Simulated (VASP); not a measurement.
A run of VASP 6.6.1 is set up as follows.

INCAR

```
PREC = Accurate
ENCUT = 520
EDIFF = 1E-7
ISMEAR = 0
SIGMA = 0.15
LREAL = F
LASPH = T
NELM = 100
ALGO = Normal
ISIF = 2
LWAVE = F
LCHARG = F
NBANDS = 28
```

The input KPOINTS:

```
regular mesh
0
Gamma
  10 10 8
```

POSCAR

```
SnO
1.0
    3.7668771934      0.0000000000      0.0000000000
    0.0000000000      3.7668771934      0.0000000000
    0.0000000000      0.0000000000      5.0277000000
Sn O
2 2
Direct
    0.0000000000      0.5000000000      0.2457459271
    0.5000000000      0.0000000000      0.7542540729
    0.0000000000      0.0000000000      0.0000000000
    0.5000000000      0.5000000000      0.0000000000
```

Potentials or basis: VASP PAW LDA potentials, release 64 (Sn_d, O).

Run with:

```bash
$ cat potpaw_LDA.64/Sn_d/POTCAR potpaw_LDA.64/O/POTCAR > POTCAR
$ mpirun -np 1 vasp_std > vasp.out
```

What does it give for the largest force?

1.368 eV/Å.

Estimate the band gap on the k mesh.

zero (bands 20 and 21 overlap by 0.28 eV).

Stress tensor (GPa, compression positive):
```
-4.14  0.00  0.00
 0.00 -4.14  0.00
 0.00  0.00 -9.35
```

Caveat: the stress differs along the axes, from -9 to -4 GPa; semilocal functionals underestimate gaps, and a narrow one can read as zero; spin-orbit coupling is left out, which moves the levels of the heavy elements; forces of over 1 eV/Å act on the atoms, so gaps and moduli don't describe the material at rest.
